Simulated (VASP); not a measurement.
Here is a VASP 6.6.1 calculation.

INCAR

```
SYSTEM = WC
PREC     = Accurate       ! precision mode
ENCUT    = 520            ! plane-wave cutoff, eV
EDIFF    = 1E-6           ! SCF threshold, eV
ISMEAR   = -1             ! smearing method
SIGMA    = 0.17           ! smearing width, eV
LREAL    = Auto         
LASPH    = .True.         ! aspherical terms in the spheres
NELM     = 100            ! most SCF steps
ALGO     = Normal         ! electronic algorithm
ISIF     = 2              ! what is computed and relaxed
LWAVE    = .False.        ! write WAVECAR
LCHARG   = .False.        ! write CHGCAR
GGA      = PE             ! functional
IVDW     = 12             ! dispersion correction
NBANDS   = 86             ! bands
```

KPOINTS

```
Automatic mesh
0
Gamma
  2 2 2
  0 0 0
```

File POSCAR:

```
WC
1.0
   -3.0267750000     -5.2425280000      0.0000000000
    4.5401630000     -2.6212640000      0.0000000000
    0.0000000000      0.0000000000      5.9236370000
W C
8 8
Direct
    0.7424929714      0.4813173368     -0.0042541432
    0.7466548424      0.4923735581      0.5020901855
    0.4935610573     -0.0034363812     -0.0094367700
    0.5121126492      0.0013104736      0.4825582661
    0.2606729442      0.5138798653      0.0081200114
    0.2591830597      0.4826013528      0.5100245002
   -0.0178607195      0.0302279061      0.0010804173
    0.0054444205     -0.0037930277      0.5136540271
    0.4996546777      0.6698090547      0.2546915012
    0.4803803481      0.6675758620      0.7386340520
    0.2521534985      0.1795996984      0.2337415341
    0.2457373659      0.1867095335      0.7374354641
   -0.0218430859      0.6713604542      0.2462845039
    0.0330009767      0.6918003894      0.7666742577
    0.7480879030      0.1770627536      0.2385696490
    0.7286895629      0.1735134513      0.7255339920
```

Potentials or basis: VASP PAW PBE potentials, release 64 (W_sv, C).

Launch:

```bash
$ cat potpaw_PBE.64/W_sv/POTCAR potpaw_PBE.64/C/POTCAR > POTCAR
$ mpirun -np 1 vasp_std > vasp.out
```

Q: Predict the dispersion energy per atom.

A: -0.406 eV.

Q: Predict the pressure.

A: -32.8 GPa.

Forces in eV/Å, atoms in the order of the input:
```
W    2.604 -1.838  0.234
W    1.068 -1.037 -0.772
W    0.675 -0.598  0.237
W    0.640  1.742  1.253
W    0.259  1.687 -0.386
W    3.124 -0.228 -1.712
W   -3.444 -0.450  0.104
W    0.604  0.491 -1.748
C   -0.510  0.227 -0.695
C   -0.842 -1.619  0.541
C   -0.614  0.536  0.584
C   -1.512  0.404  1.037
C   -0.576 -1.031  0.309
C    0.150  1.982 -0.900
C   -0.394  0.681  0.438
C   -1.232 -0.952  1.475
```

Caveat: the k points lie up to 0.60 Å⁻¹ apart; the atoms stand as in a frame of molecular dynamics; forces of over 1 eV/Å act on the atoms, so gaps and moduli don't describe the material at rest.
